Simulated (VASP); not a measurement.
# Al2O3 (R-3c) in VASP: notebook

Al2O3 is run at these levels: PBE; tasks: electric field gradients, dielectric tensor.

Program: VASP 6.6.1. These are calculated values, not measurements. Logs are shortened: lines on timing, memory, paths and dates and some standing lists are left out, and cuts for length are marked.

## 1. The cell of the first run

Symmetry: R-3c, No. 167, trigonal system. The conventional cell has a = 4.760 Å, b = 4.760 Å, c = 12.996 Å, α = 90.00°, β = 90.00°, γ = 120.00°. Al (site symmetry 3) has 6 O at 1.86 to 1.97 Å within 2.5 Å. O (site symmetry 2) has 4 Al at 1.86 to 1.97 Å and 12 O at 2.53 to 2.87 Å within 2.9 Å.

## 2. Electric field gradients, PBE

File INCAR:

```
PREC = Accurate ; ENCUT = 520
EDIFF = 1E-8 ; ISMEAR = -1
SIGMA = 0.02 ; LREAL = False
LASPH = True ; NELM = 60
ALGO = Normal ; ISIF = 2
LWAVE = False ; LCHARG = False
GGA = PE ; LEFG = True
NBANDS = 35
```

File KPOINTS:

```
regular mesh
0
Gamma
  5 5 5
```

File POSCAR:

```
Al2O3
1.0
    2.3802500000      1.3742379782      4.3318666667
   -2.3802500000      1.3742379782      4.3318666667
    0.0000000000     -2.7484759565      4.3318666667
Al O
4 6
Direct
    0.3520818657      0.3520818657      0.3520818657
    0.1479181343      0.1479181343      0.1479181343
    0.6479181343      0.6479181343      0.6479181343
    0.8520818657      0.8520818657      0.8520818657
    0.5564631077      0.9435368923      0.2500000000
    0.2500000000      0.5564631077      0.9435368923
    0.9435368923      0.2500000000      0.5564631077
    0.4435368923      0.0564631077      0.7500000000
    0.7500000000      0.4435368923      0.0564631077
    0.0564631077      0.7500000000      0.4435368923
```

Potentials or basis: VASP PAW PBE potentials, release 64 (Al, O).

The run is started by

```sh
$ cat potpaw_PBE.64/Al/POTCAR potpaw_PBE.64/O/POTCAR > POTCAR
$ mpirun -np 1 vasp_std > vasp.out
```

OUTCAR:

```text
PREC = Accurate
   ENCUT = 520
   EDIFF = 1E-8
   ISMEAR = -1
   LREAL = False
   LASPH = True
   NELM = 60
   ISIF = 2
   GGA = PE

 ion  position               nearest neighbor table
   1  0.352  0.352  0.352-   9 1.86  10 1.86   8 1.86   7 1.97   5 1.97   6 1.97   2 2.65   3 2.79
                             3 2.79   3 2.79   2 3.22   2 3.22   2 3.22
   2  0.148  0.148  0.148-  10 1.86   9 1.86   8 1.86   6 1.97   5 1.97   7 1.97   1 2.65   4 2.79
                             4 2.79   4 2.79   1 3.22   1 3.22   1 3.22
   3  0.648  0.648  0.648-   6 1.86   7 1.86   5 1.86  10 1.97   8 1.97   9 1.97   4 2.65   1 2.79
                             1 2.79   1 2.79   4 3.22   4 3.22   4 3.22
   4  0.852  0.852  0.852-   7 1.86   6 1.86   5 1.86   9 1.97   8 1.97  10 1.97   3 2.65   2 2.79
                             2 2.79   2 2.79   3 3.22   3 3.22   3 3.22
   5  0.556  0.944  0.250-   3 1.86   4 1.86   1 1.97   2 1.97
   6  0.250  0.556  0.944-   3 1.86   4 1.86   2 1.97   1 1.97
   7  0.944  0.250  0.556-   4 1.86   3 1.86   1 1.97   2 1.97
   8  0.444  0.056  0.750-   1 1.86   2 1.86   3 1.97   4 1.97
   9  0.750  0.444  0.056-   1 1.86   2 1.86   4 1.97   3 1.97
  10  0.056  0.750  0.444-   2 1.86   1 1.86   3 1.97   4 1.97

  LATTYP: Found a trigonal (rhomboedric) cell.
 ALAT       =     5.1302230849
 COS(alpha) =     0.5694707703

  Lattice vectors:

 A1 = (   2.3802500000,   1.3742379782,   4.3318666667)
 A2 = (  -2.3802500000,   1.3742379782,   4.3318666667)
 A3 = (   0.0000000000,  -2.7484759565,   4.3318666667)

Analysis of symmetry for initial positions (statically):
=====================================================================
 Subroutine PRICEL returns:
 Original cell was already a primitive cell.

 Routine SETGRP: Setting up the symmetry group for a
 trigonal (rhombohedral) supercell.

 Subroutine GETGRP returns: Found 12 space group operations
 (whereof  6 operations were pure point group operations)
 out of a pool of 12 trial point group operations.

The static configuration has the point symmetry S_6 .
 The point group associated with its full space group is D_3d.

Analysis of symmetry for dynamics (positions and initial velocities):
=====================================================================
 Subroutine PRICEL returns:
 Original cell was already a primitive cell.

 Routine SETGRP: Setting up the symmetry group for a
 trigonal (rhombohedral) supercell.

 Subroutine GETGRP returns: Found 12 space group operations
 (whereof  6 operations were pure point group operations)
 out of a pool of 12 trial point group operations.

[... 899 lines left out ...]
 -----------------------------------------------------------------------------
  energy-cutoff  :      520.00
  volume of cell :       85.02
      direct lattice vectors                 reciprocal lattice vectors
     2.380250000  1.374237978  4.331866667     0.210061968  0.121279334  0.076949121
    -2.380250000  1.374237978  4.331866667    -0.210061968  0.121279334  0.076949121
     0.000000000 -2.748475957  4.331866667     0.000000000 -0.242558668  0.076949121

 POSITION                                       TOTAL-FORCE (eV/Angst)
 -----------------------------------------------------------------------------------
      0.00000     -0.00000      4.57552         0.000000      0.000000     -0.004454
      0.00000     -0.00000      1.92228         0.000000     -0.000000      0.004454
      0.00000     -0.00000      8.42008         0.000000     -0.000000      0.004454
      0.00000     -0.00000     11.07332         0.000000      0.000000     -0.004454
     -0.92133      1.37424      7.58077         0.001303     -0.000000     -0.000000
     -0.72946     -1.48502      7.58077        -0.000651      0.001128      0.000000
      1.65079      0.11078      7.58077        -0.000651     -0.001128      0.000000
      0.92133     -1.37424      5.41483        -0.001303     -0.000000     -0.000000
      0.72946      1.48502      5.41483         0.000651     -0.001128      0.000000
     -1.65079     -0.11078      5.41483         0.000651      0.001128      0.000000
 -----------------------------------------------------------------------------------
    total drift:                                0.000000     -0.000000      0.000000

  FREE ENERGIE OF THE ION-ELECTRON SYSTEM (eV)
  ---------------------------------------------------
  free  energy   TOTEN  =       -74.7525491671 eV

  energy  without entropy=      -74.7525491671  energy(sigma->0) =      -74.75254917

 Electric field gradients (V/A^2)
---------------------------------------------------------------------
 ion       V_xx      V_yy      V_zz      V_xy      V_xz      V_yz
---------------------------------------------------------------------
   1      -3.091    -3.091     6.182     0.000     0.000     0.000
   2      -3.091    -3.091     6.182    -0.000    -0.000     0.000
   3      -3.091    -3.091     6.182     0.000     0.000     0.000
   4      -3.091    -3.091     6.182    -0.000    -0.000     0.000
   5       9.391    -6.174    -3.217     0.000     0.000   -32.968
   6      -2.283     5.500    -3.217    -6.740    28.551    16.484
   7      -2.283     5.500    -3.217     6.740   -28.551    16.484
   8       9.391    -6.174    -3.217     0.000    -0.000   -32.968
   9      -2.283     5.500    -3.217    -6.740    28.551    16.484
  10      -2.283     5.500    -3.217     6.740   -28.551    16.484
---------------------------------------------------------------------

 Electric field gradients after diagonalization (V/A^2)
 (convention: |V_zz| > |V_xx| > |V_yy|)
----------------------------------------------------------------------
 ion       V_xx      V_yy      V_zz     asymmetry (V_yy - V_xx)/ V_zz
----------------------------------------------------------------------
   1      -3.091    -3.091     6.182       0.000
   2      -3.091    -3.091     6.182       0.000
   3      -3.091    -3.091     6.182       0.000
   4      -3.091    -3.091     6.182       0.000
   5      28.306     9.391   -37.697       0.502
   6      28.306     9.391   -37.697       0.502
   7      28.306     9.391   -37.697       0.502
   8      28.306     9.391   -37.697       0.502
   9      28.306     9.391   -37.697       0.502
  10      28.306     9.391   -37.697       0.502
----------------------------------------------------------------------

           NMR quadrupolar parameters

 Cq : quadrupolar parameter    Cq=e*Q*V_zz/h
 eta: asymmetry parameters     (V_yy - V_xx)/ V_zz
 Q  : nuclear electric quadrupole moment in mb (millibarn)
----------------------------------------------------------------------
 ion       Cq(MHz)       eta       Q (mb)
----------------------------------------------------------------------
   1       0.015       0.000       1.000
   2       0.015       0.000       1.000
   3       0.015       0.000       1.000
   4       0.015       0.000       1.000
   5      -0.091       0.502       1.000
   6      -0.091       0.502       1.000
   7      -0.091       0.502       1.000
   8      -0.091       0.502       1.000
   9      -0.091       0.502       1.000
  10      -0.091       0.502       1.000
----------------------------------------------------------------------
```

stdout:

```text
POSCAR found type information on POSCAR AlO
 POSCAR found :  2 types and      10 ions
 scaLAPACK will be used
 LDA part: xc-table for (Slater+PW92), standard interpolation
 POSCAR, INCAR and KPOINTS ok, starting setup
 FFT: planning ... GRIDC
 FFT: planning ... GRID_SOFT
 FFT: planning ... GRID
 WAVECAR not read
 entering main loop
ion   1

ion   2

ion   3

ion   4

ion   5

ion   6
     0.0000293     1.8652994    -4.0642918     0.5942058    -7.0395598     1.0769311
     0.0000403     1.8652994    -4.0642917     0.5942058    -7.0395598     1.0769311
     0.0000555     1.8652993    -4.0642917     0.5942057    -7.0395597     1.0769311
     0.0000765     1.8652993    -4.0642915     0.5942057    -7.0395595     1.0769310
[... 30 lines left out ...]
ion  10
     0.0000293    -1.8652994    -4.0642918     0.5942058     7.0395598     1.0769311
     0.0000403    -1.8652994    -4.0642917     0.5942058     7.0395598     1.0769311
     0.0000555    -1.8652993    -4.0642917     0.5942057     7.0395597     1.0769311
     0.0000765    -1.8652993    -4.0642915     0.5942057     7.0395595     1.0769310

     0.0000293    -5.9151308   -13.9206314     2.2349429    24.1112409     3.4151024
     0.0000403    -5.9151298   -13.9206289     2.2349425    24.1112365     3.4151018
     0.0000555    -5.9151280   -13.9206246     2.2349418    24.1112291     3.4151007
     0.0000765    -5.9151251   -13.9206175     2.2349406    24.1112167     3.4150991
```

Wall time 57 s (1 thread of Intel Xeon Platinum 8488C (Sapphire Rapids), shared host); peak memory 0.24 GiB.

What came out:

```yaml
Free_energy: -74.7525 eV
Pressure: 7.2 GPa
Largest_force: 0.004 eV/Å
Band_gap_on_the_k_mesh: 6.22 eV
Largest_electric_field_gradient_by_atom: Al +6.2; O -37.7 V/Å²
```

Forces on the atoms (eV/Å):
```
Al   0.000  0.000 -0.004
Al   0.000  0.000  0.004
Al   0.000  0.000  0.004
Al   0.000  0.000 -0.004
O    0.001  0.000  0.000
O   -0.001  0.001  0.000
O   -0.001 -0.001  0.000
O   -0.001  0.000  0.000
O    0.001 -0.001  0.000
O    0.001  0.001  0.000
```

Electric field gradients, principal values (V/Å²):
```csv
atom,least,middle,greatest (by size)
1 Al,-3.091,-3.091,6.182
2 Al,-3.091,-3.091,6.182
3 Al,-3.091,-3.091,6.182
4 Al,-3.091,-3.091,6.182
5 O,9.391,28.306,-37.697
6 O,9.391,28.306,-37.697
7 O,9.391,28.306,-37.697
8 O,9.391,28.306,-37.697
9 O,9.391,28.306,-37.697
10 O,9.391,28.306,-37.697
```

Caveat: the cell stands under pressure; without QUAD_EFG the Cq values of the log hold for a quadrupole moment of 1 mb, not for the nuclei.

(Continued in part 2 of 2.)
